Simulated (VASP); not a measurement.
Nd3Si2I:

```
CELL_PARAMETERS angstrom
-3.29292 3.29292 4.27666
3.29292 -3.29292 4.27666
3.29292 3.29292 -4.27666
ATOMIC_POSITIONS crystal
Nd 0.50000 0.00000 0.50000
Nd 0.00000 0.50000 0.50000
Nd 0.00000 0.00000 0.00000
Si 0.74211 0.74211 0.00000
Si 0.25789 0.25789 0.00000
I 0.50000 0.50000 0.00000
```

The cell was generated, and may not be a known phase.

- Program: VASP 6.6.1
- Task: relaxation of cell and atoms
- Functional: PBE
- Potentials or basis: VASP PAW PBE potentials, release 64 (Nd_3, Si, I), 4f in core
- Cutoff: 500 eV
- k mesh: 3 × 3 × 3
- Occupations: gaussian, width 0.15 eV
- Spin: no spin polarisation

At the start: pressure 19.0 GPa; volume 30.92 Å³/atom.

Where does the relaxation end?

Over 6 steps the energy falls by 1154.8 meV/atom and the volume is 35.49 Å³/atom (+14.8 %); space group I4/mmm (No. 139, to 0.1 Å) before and after.

Step by step:
| step | energy change (eV) | largest force (eV/Å) | pressure (GPa) | volume (Å³) |
| --- | --- | --- | --- | --- |
| 1 | 0.0000 | 4.0316 | 18.95 | 185.49 |
| 2 | -5.4434 | 1.1115 | -3.30 | 278.03 |
| 3 | -6.8141 | 0.0257 | -1.43 | 230.56 |
| 4 | -6.8141 | 0.0515 | -1.35 | 229.68 |
| 5 | -6.9014 | 0.0163 | -0.64 | 220.41 |
| 6 | -6.9287 | 0.0025 | -0.01 | 212.91 |

Final structure:
```yaml
crystal:
  lattice:
    - [-3.13093, 3.13093, 5.42988]
    - [3.13093, -3.13093, 5.42988]
    - [3.13093, 3.13093, -5.42988]
  atoms:
    - { symbol: Nd, position: [0.50000, 0.00000, 0.50000] }
    - { symbol: Nd, position: [0.00000, 0.50000, 0.50000] }
    - { symbol: Nd, position: [0.00000, 0.00000, 0.00000] }
    - { symbol: Si, position: [0.75677, 0.75677, 0.00000] }
    - { symbol: Si, position: [0.24323, 0.24323, 0.00000] }
    - { symbol: I, position: [0.50000, 0.50000, 0.00000] }
```

Caveat: the k points lie up to 0.39 Å⁻¹ apart in the final cell, too coarse for converged energies and pressures of a metal; the run has no spin polarisation, though such a crystal can be magnetic.
